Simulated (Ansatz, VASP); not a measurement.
# Two plane-wave programs on KZnF3

```
K Zn F
1.0
     4.05000    0.00000    0.00000
     0.00000    4.05000    0.01519
     0.00000    0.01519    4.05000
K Zn F
1 1 3
Direct
  0.00000 0.00000 0.00000
  0.50000 0.50000 0.50000
  0.50000 0.50000 0.00000
  0.00000 0.50000 0.50000
  0.50000 0.00000 0.50000
```

Change from the starting cell: strain +0.0075 x Voigt [0, 0, 0, 1, 0, 0], atoms carried along.

Alike in both runs: task single point; functional PBE; k mesh 6 × 6 × 6; occupations gaussian, width 0.05 eV; no spin polarisation.

|  | VASP | Ansatz |
| --- | --- | --- |
| version | VASP 6.6.1 | Ansatz 0.2.0 |
| potentials or method | VASP PAW PBE potentials, release 64 (K_sv, Zn, F), cutoff 520 eV | scalar-relativistic, plane waves, PAW |
| valence electrons in the cell | 42 | 42 |

|  | VASP | Ansatz | Ansatz less VASP |
| --- | --- | --- | --- |
| gap on the k mesh at the Fermi level (eV) | 3.79 | 3.86 | +0.070 |
| least direct gap on the mesh (eV) | 5.63 | 5.68 | +0.041 |
| pressure (GPa) | 4.9 | 4.6 | -0.36 |
| traceless stress, the component that is largest in VASP (GPa) | -0.25 | -0.26 | -0.002 |

With one functional, cell and mesh, what is left measures potentials, basis and numerics.
